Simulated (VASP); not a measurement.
A run of VASP 6.6.1 is set up as follows.

The input INCAR:

```
SYSTEM = Cu
ALGO = Normal
EDIFF = 1E-7
ENCUT = 520
ISIF = 2
ISMEAR = 0
LASPH = .True.
LCHARG = .False.
LREAL = .False.
LWAVE = .False.
NBANDS = 12
NELM = 60
PREC = Accurate
SIGMA = 0.3
```

File KPOINTS:

```
k-points
0
Gamma
  15 15 15
  0 0 0
```

The input POSCAR:

```
Cu
1.0
    0.0000000000      1.7588202533      1.7588202533
    1.7588202533      0.0000000000      1.7588202533
    1.7588202533      1.7588202533      0.0000000000
Cu
1
Direct
    0.0000000000      0.0000000000      0.0000000000
```

Potentials or basis: VASP PAW LDA potentials, release 64 (Cu).

Run with:

```sh
$ cat potpaw_LDA.64/Cu/POTCAR > POTCAR
$ mpirun -np 1 vasp_std > vasp.out
```

Question: Estimate the pressure.

Answer: 0.9 GPa.
